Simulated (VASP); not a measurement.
# Fe (Im-3m) in VASP: relaxation of cell and atoms with PBE+D3(BJ)

Aim: the relaxation of cell and atoms of Fe with PBE+D3(BJ).

Everything below comes from runs of VASP 6.6.1. Logs are shortened: lines on timing, memory, paths and dates and some standing lists are left out, and cuts for length are marked.

## (1) The cell of the first run

It takes space group Im-3m (No. 229, cubic). Conventional cell: a = 2.807 Å, b = 2.807 Å, c = 2.807 Å, α = 90.00°, β = 90.00°, γ = 90.00°. Fe (site symmetry m-3m) has 14 Fe at 2.43 to 2.81 Å within 3.2 Å.

## (2) Relaxation of cell and atoms, PBE+D3(BJ), collinear spin, ferromagnetic start

File INCAR:

```
  PREC = Accurate
  ENCUT = 600
  EDIFF = 1E-6
  ISMEAR = 0
  SIGMA = 0.1
  LREAL = False
  LASPH = True
  NELM = 150
  ALGO = Normal
  ISIF = 3
  LWAVE = False
  LCHARG = False
  ISPIN = 2
  MAGMOM = 2.4
  LORBIT = 11
  LMAXMIX = 4
  GGA = PE
  IVDW = 12
  IBRION = 2
  NSW = 100
  EDIFFG = -0.005
```

File KPOINTS:

```
regular mesh
0
Gamma
  20 20 20
```

File POSCAR:

```
Fe
1.0
   -1.4033149117      1.4033149117      1.4033149117
    1.4033149117     -1.4033149117      1.4033149117
    1.4033149117      1.4033149117     -1.4033149117
Fe
1
Direct
    0.0000000000      0.0000000000      0.0000000000
```

Potentials or basis: VASP PAW PBE potentials, release 64 (Fe).

Started as:

```
cat potpaw_PBE.64/Fe/POTCAR > POTCAR
mpirun -np 1 vasp_std > vasp.out
```

OUTCAR:

```text
PREC = Accurate
   ENCUT = 600
   EDIFF = 1E-6
   ISMEAR = 0
   LREAL = False
   LASPH = True
   NELM = 150
   ISIF = 3
   ISPIN = 2
   LORBIT = 11
   GGA = PE
   IVDW = 12
   IBRION = 2
   NSW = 100
   EDIFFG = -0.005
 IVDW          = 12

 ion  position               nearest neighbor table
   1  0.000  0.000  0.000-

  LATTYP: Found a body centered cubic cell.
 ALAT       =     2.8066298234

  Lattice vectors:

 A1 = (  -1.4033149117,   1.4033149117,   1.4033149117)
 A2 = (   1.4033149117,  -1.4033149117,   1.4033149117)
 A3 = (   1.4033149117,   1.4033149117,  -1.4033149117)

Analysis of symmetry for initial positions (statically):
=====================================================================
 Subroutine PRICEL returns:
 Original cell was already a primitive cell.

 Routine SETGRP: Setting up the symmetry group for a
 body centered cubic supercell.

 Subroutine GETGRP returns: Found 48 space group operations
 (whereof 48 operations were pure point group operations)
 out of a pool of 48 trial point group operations.

The static configuration has the point symmetry O_h .

Analysis of symmetry for dynamics (positions and initial velocities):
=====================================================================
 Subroutine PRICEL returns:
 Original cell was already a primitive cell.

 Routine SETGRP: Setting up the symmetry group for a
 body centered cubic supercell.

 Subroutine GETGRP returns: Found 48 space group operations
 (whereof 48 operations were pure point group operations)
 out of a pool of 48 trial point group operations.

The dynamic configuration has the point symmetry O_h .

Analysis of structural, dynamic, and magnetic symmetry:
=====================================================================
 Subroutine PRICEL returns:
 Original cell was already a primitive cell.

 Routine SETGRP: Setting up the symmetry group for a
 body centered cubic supercell.

 Subroutine GETGRP returns: Found 48 space group operations
 (whereof 48 operations were pure point group operations)
 out of a pool of 48 trial point group operations.

The overall configuration has the point symmetry O_h .

 Subroutine INISYM returns: Found 48 space group operations
 (whereof 48 operations are pure point group operations),
 and found     1 'primitive' translations

----------------------------------------------------------------------------------------

                                     Primitive cell

  volume of cell :      11.0542

  direct lattice vectors                    reciprocal lattice vectors
    -1.403314912  1.403314912  1.403314912     0.000000000  0.356299214  0.356299214
     1.403314912 -1.403314912  1.403314912     0.356299214  0.000000000  0.356299214
     1.403314912  1.403314912 -1.403314912     0.356299214  0.356299214  0.000000000

  length of vectors
     2.430612726  2.430612726  2.430612726     0.503883181  0.503883181  0.503883181

  position of ions in fractional coordinates (direct lattice)
     0.000000000  0.000000000  0.000000000

  ion indices of the primitive-cell ions
   primitive index   ion index
                 1           1

----------------------------------------------------------------------------------------

 KPOINTS: regular mesh

Automatic generation of k-mesh.
 Grid dimensions read from file:
 generate k-points for:   20   20   20

 Generating k-lattice:

  Cartesian coordinates                     Fractional coordinates (reciprocal lattice)
     0.000000000  0.017814961  0.017814961     0.050000000  0.000000000  0.000000000
     0.017814961  0.000000000  0.017814961     0.000000000  0.050000000  0.000000000
     0.017814961  0.017814961  0.000000000     0.000000000  0.000000000  0.050000000

  Length of vectors
     0.025194159  0.025194159  0.025194159

  Shift w.r.t. Gamma in fractional coordinates (k-lattice)
     0.000000000  0.000000000  0.000000000

 Subroutine IBZKPT returns following result:
 ===========================================

 Found    256 irreducible k-points:

 Following reciprocal coordinates:
            Coordinates               Weight
  0.000000  0.000000  0.000000      1.000000
  0.050000  0.000000  0.000000     12.000000
  0.100000  0.000000  0.000000     12.000000
  0.150000  0.000000  0.000000     12.000000
  0.200000  0.000000  0.000000     12.000000
  0.250000  0.000000  0.000000     12.000000
[... 16 lines left out ...]
  0.200000  0.100000 -0.000000     48.000000
  0.250000  0.100000  0.000000     48.000000
 [... further k-points ...]
   k-points           NKPTS =    256   k-points in BZ     NKDIM =    256   number of bands    NBANDS=      9
   number of dos      NEDOS =    301   number of ions     NIONS =      1
   total plane-waves  NPLWV =   8000
   dimension x,y,z NGX =    20 NGY =   20 NGZ =   20
   dimension x,y,z NGXF=    40 NGYF=   40 NGZF=   40
   ions per type =               1
   NGX,Y,Z   is equivalent  to a cutoff of  13.68, 13.68, 13.68 a.u.
   NGXF,Y,Z  is equivalent  to a cutoff of  27.36, 27.36, 27.36 a.u.
 SYSTEM =  unknown system
   PREC   = accura    normal or accurate (medium, high low for compatibility)
   ISTART =      0    job   : 0-new  1-cont  2-samecut
   ICHARG =      2    charge: 1-file 2-atom 10-const
   ISPIN  =      2    spin polarized calculation?
   LNONCOLLINEAR =      F non collinear calculations
   LSORBIT =      F    spin-orbit coupling
   LASPH  =      T    aspherical Exc in radial PAW
   ENCUT  =  600.0 eV  44.10 Ry    6.64 a.u.   4.85  4.85  4.85*2*pi/ulx,y,z
   NELM   =    150;   NELMIN=  2; NELMDL= -5     # of ELM steps
   EDIFF  = 0.1E-05   stopping-criterion for ELM
   LREAL  =      F    real-space projection
   EDIFFG = -.5E-02   stopping-criterion for IOM
   NSW    =    100    number of steps for IOM
   IBRION =      2    ionic relax: 0-MD 1-quasi-New 2-CG
   NFREE  =      1    steps in history (QN), initial steepest desc. (CG)
   ISIF   =      3    stress and relaxation
   ISYM   =      2    0-nonsym 1-usesym 2-fastsym
   POTIM  = 0.5000    time-step for ionic-motion
   TEBEG  =    0.0;   TEEND  =   0.0 temperature during run
   PSTRESS=    0.0 pullay stress
   NELECT =       8.0000    total number of electrons
   NUPDOWN=      -1.0000    fix difference up-down
   EMIN   =  10.00;   EMAX   =-10.00  energy-range for DOS
   EFERMI =   0.00;   METHOD = LEGACY
   ISMEAR =     0;   SIGMA  =   0.10  broadening in eV -4-tet -1-fermi 0-gaus
   EFERMI_NEDOS =   21; number of points for ismear=-14 and -15
   IALGO  =     38    algorithm
   IMIX   =      4    mixing-type and parameters
     AMIX     =   0.40;   BMIX     =  1.00
     AMIX_MAG =   1.60;   BMIX_MAG =  1.00
  volume/ion in A,a.u.               =      11.05        74.60
  Fermi-wavevector in a.u.,A,eV,Ry     =   1.469816  2.777550 29.393477  2.160360
  Thomas-Fermi vector in A             =   2.585148
   LORBIT       =     11    0 simple, 1 ext, 2 COOP (PROOUT), +10 PAW based schemes
   GGA     = PE    functional components
   LHFCALC =     F    Hartree Fock is set to
   AEXX    =    0.0000 exact exchange contribution
   IVDW    =    12    specifies the selected vdW correction
   LEPSILON=     F    determine dielectric tensor
   LRPA    =     F    only Hartree local field effects (RPA)
 conjugate gradient relaxation of ions
 spin polarized calculation
 Gauss-broadening in eV      SIGMA  =   0.10
  energy-cutoff  :      600.00
  volume of cell :       11.05
 maximum number of plane-waves:       378
   NGX =  9   NGY =  9   NGZ =  9

--------------------------------------- Ionic step        1  -------------------------------------------

 number of electron       8.0000005 magnetization       2.1281668

 Free energy of the ion-electron system (eV)
  ---------------------------------------------------
  ext. energy  EPLUGINS =         0.00000000
  ---------------------------------------------------
  free energy    TOTEN  =        -8.24019643 eV

  energy without entropy =       -8.23528126  energy(sigma->0) =       -8.23773885

------------------------ aborting loop because EDIFF is reached ----------------------------------------

 Edisp (eV)   -0.36777

 E8    (eV) :    -0.1643

  FORCE on cell =-STRESS in cart. coord.  units (eV):
  Direction    XX          YY          ZZ          XY          YZ          ZX
  --------------------------------------------------------------------------------------
  -------------------------------------------------------------------------------------
  Total      -0.05975    -0.05975    -0.05975    -0.00000    -0.00000     0.00000
  in kB      -8.66069    -8.66069    -8.66069    -0.00000    -0.00000     0.00000
  external pressure =       -8.66 kB  Pullay stress =        0.00 kB

 VOLUME and BASIS-vectors are now :
 -----------------------------------------------------------------------------
  energy-cutoff  :      600.00
  volume of cell :       11.05
      direct lattice vectors                 reciprocal lattice vectors
    -1.403314912  1.403314912  1.403314912     0.000000000  0.356299214  0.356299214
     1.403314912 -1.403314912  1.403314912     0.356299214  0.000000000  0.356299214
     1.403314912  1.403314912 -1.403314912     0.356299214  0.356299214  0.000000000
[... 40 lines left out ...]
 POSITION                                       TOTAL-FORCE (eV/Angst)
 -----------------------------------------------------------------------------------
     -1.39927      1.39927      1.39927         0.000000     -0.000000      0.000000
 -----------------------------------------------------------------------------------
    total drift:                               -0.000000     -0.000000      0.000000

  FREE ENERGIE OF THE ION-ELECTRON SYSTEM (eV)
  ---------------------------------------------------
  free  energy   TOTEN  =        -8.6078397775 eV

  energy  without entropy=       -8.6032810552  energy(sigma->0) =       -8.60556042

--------------------------------------- Ionic step        3  -------------------------------------------

 number of electron       8.0000004 magnetization       2.1209221

 Free energy of the ion-electron system (eV)
  ---------------------------------------------------
  ext. energy  EPLUGINS =         0.00000000
  ---------------------------------------------------
  free energy    TOTEN  =        -8.23906220 eV

  energy without entropy =       -8.23428032  energy(sigma->0) =       -8.23667126

 E-fermi :   6.1464     XC(G=0): -13.2925

 val. band max:        6.1457581088   @ k =  -0.4500   0.4500   0.4500
 cond. band min:       6.1476416303   @ k =  -0.1500   0.1500   0.0500
 fundamental gap:      0.0018835215
 Fermi energy:         6.1463915301

 spin component 1

 k-point     1 :       0.0000    0.0000    0.0000
  band No.  band energies     occupation
      1      -2.4713      1.00000
      2       3.7926      1.00000
      3       3.7926      1.00000
      4       3.7926      1.00000
      5       5.0516      1.00000
      6       5.0516      1.00000
      7      31.4631      0.00000
      8      31.4631      0.00000
      9      31.4631      0.00000

 k-point     2 :       0.0500    0.0000    0.0000
  band No.  band energies     occupation
      1      -2.3649      1.00000
      2       3.7626      1.00000
      3       3.7906      1.00000
      4       3.8510      1.00000
      5       5.0211      1.00000
      6       5.0540      1.00000
      7      30.7661      0.00000
      8      31.3184      0.00000
      9      31.3965      0.00000
[... 253 lines left out ...]
 k-point    24 :       0.2500    0.1000    0.0000
  band No.  band energies     occupation
      1       0.7362      1.00000
      2       3.0387      1.00000
      3       3.5130      1.00000
      4       4.8792      1.00000
      5       5.2635      1.00000
      6       5.8987      0.99977
      7      20.1561      0.00000
      8      24.6597      0.00000
      9      28.2881      0.00000

 [... further k-points ...]

 spin component 2

 k-point     1 :       0.0000    0.0000    0.0000
  band No.  band energies     occupation
      1      -2.2988      1.00000
      2       5.6189      1.00000
      3       5.6191      1.00000
      4       5.6191      1.00000
      5       7.7596      0.00000
      6       7.7598      0.00000
      7      31.2297      0.00000
      8      31.2297      0.00000
      9      31.2297      0.00000

 k-point     2 :       0.0500    0.0000    0.0000
  band No.  band energies     occupation
      1      -2.1919      1.00000
      2       5.5833      1.00000
      3       5.6133      1.00000
      4       5.6821      1.00000
      5       7.7199      0.00000
      6       7.7622      0.00000
      7      30.6427      0.00000
      8      31.1167      0.00000
      9      31.2000      0.00000
[... 290 lines left out ...]
 POSITION                                       TOTAL-FORCE (eV/Angst)
 -----------------------------------------------------------------------------------
      0.00000      0.00000     -0.00000         0.000000      0.000000     -0.000000
 -----------------------------------------------------------------------------------
    total drift:                               -0.000000     -0.000000      0.000000

  FREE ENERGIE OF THE ION-ELECTRON SYSTEM (eV)
  ---------------------------------------------------
  free  energy   TOTEN  =        -8.6080370177 eV

  energy  without entropy=       -8.6032551299  energy(sigma->0) =       -8.60564607

 reached required accuracy - stopping structural energy minimisation

 total charge

# of ion       s       p       d       tot
------------------------------------------
    1        0.501   0.570   6.262   7.333

 magnetization (x)

# of ion       s       p       d       tot
------------------------------------------
    1       -0.012  -0.055   2.180   2.113
```

Run time: 55 s. Hardware: 1 thread of Intel Xeon Platinum 8488C (Sapphire Rapids), shared host; peak memory 0.19 GiB.

Results:

```
Free energy                                           : -8.6080 eV
Relaxed volume                                        : 11.02 Å³/atom
Relaxed cell                                          : a = 2.428 Å, b = 2.428 Å, c = 2.428 Å, α = 109.47°, β = 109.47°, γ = 109.47°
Space group after relaxing (to 0.1 Å)                 : Im-3m (No. 229)
Energy gained by relaxing                             : 0.1 meV/atom
Ionic steps                                           : 3
Pressure after relaxing                               : 0.0 GPa
Net moment                                            : 2.12 μB per cell
Site moments                                          : Fe +2.11 μB
Valence electrons inside the program's atomic spheres : Fe 7.33
Dispersion energy per atom                            : -0.369 eV
```

Final structure:
```
Fe
1.0
    -1.40184    1.40184    1.40184
     1.40184   -1.40184    1.40184
     1.40184    1.40184   -1.40184
Fe
1
Direct
  0.00000 0.00000 0.00000
```
